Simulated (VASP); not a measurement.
CdSe: single point with PBE

The system is CdSe.

```
Cd Se
1.0
     4.33910    0.00000    0.00000
    -2.16955    3.75777    0.00000
     0.00000    0.00000    7.08128
Cd Se
2 2
Direct
  0.33333 0.66667 0.00458
  0.66667 0.33333 0.50458
  0.33333 0.66667 0.38042
  0.66667 0.33333 0.88042
```

```yaml
Program: VASP 6.6.1
Task: single point
Functional: PBE
Potentials_or_basis: VASP PAW PBE potentials, release 64 (Cd, Se)
Cutoff: 520 eV
k_mesh: 12 × 12 × 6
Occupations: gaussian, width 0.02 eV
Spin: no spin polarisation
Dipole_correction: no
Further_INCAR_settings: ALGO = Normal; EDIFF = 1e-07; NBANDS = 26
```

- Pressure: 1.7 GPa
- Largest force: 0.005 eV/Å
- Band gap on the k mesh: 0.61 eV

Forces on the atoms (eV/Å):
```
Cd   0.000  0.000  0.005
Cd   0.000  0.000  0.005
Se   0.000  0.000 -0.005
Se   0.000  0.000 -0.005
```

Levels at points of the mesh, in eV from the valence-band top:
```tsv
k point	band 14	band 15	band 16	band 17	band 18	band 19	band 20	band 21	band 22	band 23
(0.00, 0.00, 0.00)	-0.73	-0.73	-0.05	0.00	0.00	0.61	2.18	5.86	5.86	6.14
(0.50, 0.00, 0.00)	-3.54	-2.55	-1.77	-1.27	-0.72	3.16	3.33	4.78	6.05	6.45
(0.00, 0.00, 0.50)	-2.60	-0.38	-0.38	-0.38	-0.38	2.32	2.32	5.81	5.81	6.25
(0.50, 0.00, 0.50)	-4.09	-1.30	-1.30	-1.29	-1.29	2.92	2.92	4.84	4.84	7.66
```

It took 87 s on 1 thread of AMD EPYC 9R45 96-Core Processor (Zen 5), on a shared host, peak memory 0.32 GiB.
